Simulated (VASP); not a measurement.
A run of VASP 6.6.1 is set up as follows.

The input INCAR:

```
SYSTEM = BAs
ALGO = Normal
EDIFF = 1E-8
ENCUT = 520
GGA = PE
IBRION = 8
ISIF = 2
ISMEAR = 0
LASPH = .TRUE.
LCHARG = .FALSE.
LREAL = .FALSE.
LWAVE = .FALSE.
NBANDS = 11
NELM = 100
NSW = 1
PREC = Accurate
SIGMA = 0.01
```

KPOINTS

```
k-points
0
G
  12 12 12
  0 0 0
```

Contents of POSCAR:

```
BAs
1.0
    0.0000000000      2.3890000000      2.3890000000
    2.3890000000      0.0000000000      2.3890000000
    2.3890000000      2.3890000000      0.0000000000
B As
1 1
Direct
    0.0000000000      0.0000000000      0.0000000000
    0.2500000000      0.2500000000      0.2500000000
```

Potentials or basis: VASP PAW PBE potentials, release 64 (B, As).

The run is started by

```bash
$ cat potpaw_PBE.64/B/POTCAR potpaw_PBE.64/As/POTCAR > POTCAR
$ mpirun -np 1 vasp_std > vasp.out
```

(1) Estimate the highest phonon frequency at Γ, LO-TO splitting left out.

Results:

(1) 696 cm⁻¹.

Caveat: the cell wasn't relaxed at this level first, which shifts response properties.
